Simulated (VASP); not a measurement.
A run of VASP 6.6.1 is set up as follows.

The input INCAR:

```
SYSTEM = Au
ALGO = Normal
EDIFF = 1E-6
ENCUT = 520
GGA = PS
ISIF = 2
ISMEAR = 0
LASPH = .True.
LCHARG = .True.
LELF = .True.
LREAL = .False.
LVHAR = .True.
LWAVE = .False.
NBANDS = 12
NELM = 80
PREC = Accurate
SIGMA = 0.15
```

KPOINTS

```
k-points
0
Gamma
  20 20 20
  0 0 0
```

The input POSCAR:

```
Au
1.0
   -1.6572690000      1.6572690000      1.6904143800
    1.6572690000     -1.6572690000      1.6904143800
    1.6572690000      1.6572690000     -1.6904143800
Au
1
Direct
    0.0000000000      0.0000000000      0.0000000000
```

Potentials or basis: VASP PAW PBE potentials, release 64 (Au).

Run with:

```sh
$ cat potpaw_PBE.64/Au/POTCAR > POTCAR
$ mpirun -np 1 vasp_std > vasp.out
```

(1) Estimate the pressure.

Results:

(1) -11.7 GPa.

Caveat: the cell differs from its parent crystal (strain +0.0200 x Voigt [0, 0, 1, 0, 0, 0]); the PAW data sets were made with another functional, which shifts forces and pressure a little.
